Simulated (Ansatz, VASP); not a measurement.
# One calculation of GaAs, two programs

```
Ga As
1.0
     0.00000    2.69579    2.69579
     2.69579    0.00000    2.69579
     2.69579    2.69579    0.00000
Ga As
1 1
Direct
  0.00000 0.00000 0.00000
  0.50000 0.50000 0.50000
```

Alike in both runs: functional PBE; k mesh 14 × 14 × 14; occupations fermi-dirac, width 0.05 eV; no spin polarisation.

Ansatz relaxed the structure, and its values are those at the end. VASP's run is a single point on that final structure, the one shown.

|  | VASP | Ansatz |
| --- | --- | --- |
| version | VASP 6.6.1 | Ansatz 0.2.0 |
| potentials or method | VASP PAW PBE potentials, release 64 (Ga_d, As) | PAW with Ansatz's default frozen-core files, scalar-relativistic |
| plane-wave cutoff (eV) | 520 | 420 |
| valence electrons in the cell | 18 | 28 |

|  | VASP | Ansatz | Ansatz less VASP |
| --- | --- | --- | --- |
| pressure (GPa) | 0.2 | 0.0 | -0.20 |

With one functional, cell and mesh, what is left measures potentials, basis and numerics. VASP's potentials hold 18 valence electrons a cell and Ansatz's 28, so a difference there can come from the potentials and not from the codes.
